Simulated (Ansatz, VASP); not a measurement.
## One calculation of ZrB2, two programs

```xyz
3
Lattice="3.1700 0.0000 0.0000 -1.5850 2.7453 0.0000 0.0000 0.0000 3.5330" Properties=species:S:1:pos:R:3 pbc="T T T"
Zr    0.0000    0.0000    0.0000
B     1.5850    0.9151    1.7665
B     0.0000    1.8302    1.7665
```

Alike in both runs: task single point; functional LDA; k mesh 10 × 10 × 8; occupations fermi-dirac, width 0.05 eV; no spin polarisation.

```csv
,VASP,Ansatz
version,VASP 6.6.1,Ansatz 0.2.0
potentials or method,"VASP PAW LDA potentials, release 64 (Zr_sv, B)",Ansatz PAW
plane-wave cutoff (eV),520,420
valence electrons in the cell,18,18
```

|  | VASP | Ansatz | Ansatz less VASP |
| --- | --- | --- | --- |
| gap on the k mesh at the Fermi level (eV) | none | none | - |
| pressure (GPa) | -8.3 | -8.8 | -0.45 |
| traceless stress, the component that is largest in VASP (GPa) | 0.62 | 0.59 | -0.035 |

LDA's correlation is that of Perdew and Zunger in VASP and of Perdew and Wang (1992) in Ansatz. A gap of «none» marks a metal or a gap that the smearing closes.
